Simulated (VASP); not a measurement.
Wanted: the native input for a VASP 6.6.1 run.

- Task: relaxation of cell and atoms
- Functional: PBEsol
- Dispersion: D3(BJ)
- Potentials or basis: VASP PAW PBE potentials, release 64 (I, Na_pv)
- Cutoff: 600 eV
- k mesh: 7 × 7 × 7
- Occupations: fermi-dirac, width 0.05 eV
- Spin: no spin polarisation
- Dipole correction: no
- Further INCAR settings: ALGO = Normal; EDIFF = 1e-06; IBRION = 2; EDIFFG = -0.01; NSW = 60; ISIF = 3

The structure of NaI lies in POSCAR:

```
NaI
1.0
    0.0000000000      3.2364000000      3.2364000000
    3.2364000000      0.0000000000      3.2364000000
    3.2364000000      3.2364000000      0.0000000000
I Na
1 1
Direct
    0.5000000000      0.5000000000      0.5000000000
    0.0000000000      0.0000000000      0.0000000000
```

The input as run:

INCAR

```
PREC = Accurate
ENCUT = 600
EDIFF = 1E-6
ISMEAR = -1
SIGMA = 0.05
LREAL = False
LASPH = True
NELM = 100
ALGO = Normal
ISIF = 3
LWAVE = False
LCHARG = False
GGA = PS
IVDW = 12
IBRION = 2
NSW = 60
EDIFFG = -0.01
```

KPOINTS

```
Automatic mesh
0
Gamma
  7 7 7
```

Potentials or basis: VASP PAW PBE potentials, release 64 (I, Na_pv).

Run with:

```sh
$ cat potpaw_PBE.64/I/POTCAR potpaw_PBE.64/Na_pv/POTCAR > POTCAR
$ mpirun -np 1 vasp_std > vasp.out
```

Results of the run:

| Item | Value |
| --- | --- |
| Relaxed volume | 30.62 Å³/atom |
| Relaxed cell | a = 4.424 Å, b = 4.424 Å, c = 4.424 Å, α = 60.00°, β = 60.00°, γ = 60.00° |
| Space group after relaxing (to 0.1 Å) | Fm-3m (No. 225) |
| Energy gained by relaxing | 18.4 meV/atom |
| Ionic steps | 4 |
| Pressure after relaxing | 0.0 GPa |
| Band gap on the k mesh | 3.79 eV |
| Dispersion energy per atom | -0.271 eV |

Caveat: the PAW data sets were made with another functional, which shifts forces and pressure a little; spin-orbit coupling is left out, which moves the levels of the heavy elements.

Wall time 87 s on 1 thread of Intel Xeon 8259CL, on a shared host, peak memory 0.26 GiB.
